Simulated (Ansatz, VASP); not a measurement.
# One calculation of Al, two programs

Contents of INCAR:

```
SYSTEM = Al
ALGO = Normal ; EDIFF = 1E-7
ENCUT = 520 ; GGA = PS
ISIF = 2 ; ISMEAR = 0
LASPH = .True. ; LCHARG = .True.
LELF = .True. ; LREAL = .False.
LVHAR = .True. ; LWAVE = .False.
NBANDS = 10 ; NELM = 60
PREC = Accurate ; SIGMA = 0.15
```

KPOINTS

```
k-points
0
Gamma
  18 18 10
  0 0 0
```

File POSCAR:

```
Al
1.0
    2.9694000000      0.0000000000      0.0000000000
   -1.4847000000      2.5715758340      0.0000000000
    0.0000000000      0.0000000000      4.6382883863
Al
2
Direct
    0.6666666667      0.3333333333      0.7500000000
    0.3333333333      0.6666666667      0.2500000000
```

Input for Ansatz:

```yaml
crystal:
  lattice:
    - [2.9694, 0.0, 0.0]
    - [-1.4847, 2.571575834, 0.0]
    - [0.0, 0.0, 4.6382883863]
  atoms:
    - { symbol: Al, position: [0.6666666667, 0.3333333333, 0.75] }
    - { symbol: Al, position: [0.3333333333, 0.6666666667, 0.25] }
basis:
  ecutwfc: 420
kpoints:
  mp_grid: { grid: [18, 18, 10] }
hamiltonian:
  xc: pbesol
  pseudopotentials: { kind: paw, azcp: { folder: soft_1 } }
scf:
  occupations: { method: gaussian, width: 0.15 }
output:
  forces: true
  stress: true
  eigenvalues: true
```

Alike in both runs: task single point; functional PBEsol; k mesh 18 × 18 × 10; occupations gaussian, width 0.15 eV; no spin polarisation.

|  | VASP | Ansatz |
| --- | --- | --- |
| version | VASP 6.6.1 | Ansatz 0.2.0 |
| potentials or method | VASP PAW PBE potentials, release 64 (Al), cutoff 520 eV | scalar-relativistic, plane waves, PAW |
| valence electrons in the cell | 6 | 6 |

VASP gave:

```
gap on the k mesh at the Fermi level (eV)                     : none
pressure (GPa)                                                : -5.2
traceless stress, the component that is largest in VASP (GPa) : 1.67
```

**Question.** Which values does Ansatz return?

**Answer.** gap on the k mesh at the Fermi level (eV): none; pressure (GPa): -5.2; traceless stress, the component that is largest in VASP (GPa): 1.65.

VASP's potentials were made for PBE, not for PBEsol, and Ansatz warns of the same on its side. A gap of «none» marks a metal or a gap that the smearing closes.
